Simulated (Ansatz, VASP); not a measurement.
**One calculation of K, two programs**

```
K
1.0
     0.00000    3.18131    3.18131
     3.18131    0.00000    3.18131
     3.18131    3.18131    0.00000
K
1
Direct
  0.00000 0.00000 0.00000
```

Alike in both runs: functional LDA; k mesh 18 × 18 × 18; occupations fermi-dirac, width 0.1 eV; no spin polarisation.

Ansatz relaxed the structure, and its values are those at the end. VASP's run is a single point on that final structure, the one shown.

```csv
,VASP,Ansatz
version,VASP 6.6.1,Ansatz 0.2.0
potentials or method,"VASP PAW LDA potentials, release 64 (K_sv)","PAW with Ansatz's default frozen-core files, scalar-relativistic"
plane-wave cutoff (eV),520,420
valence electrons in the cell,9,9
```

|  | VASP | Ansatz | Ansatz less VASP |
| --- | --- | --- | --- |
| pressure (GPa) | 0.0 | 0.0 | +0.02 |

LDA's correlation is that of Perdew and Zunger in VASP and of Perdew and Wang (1992) in Ansatz.
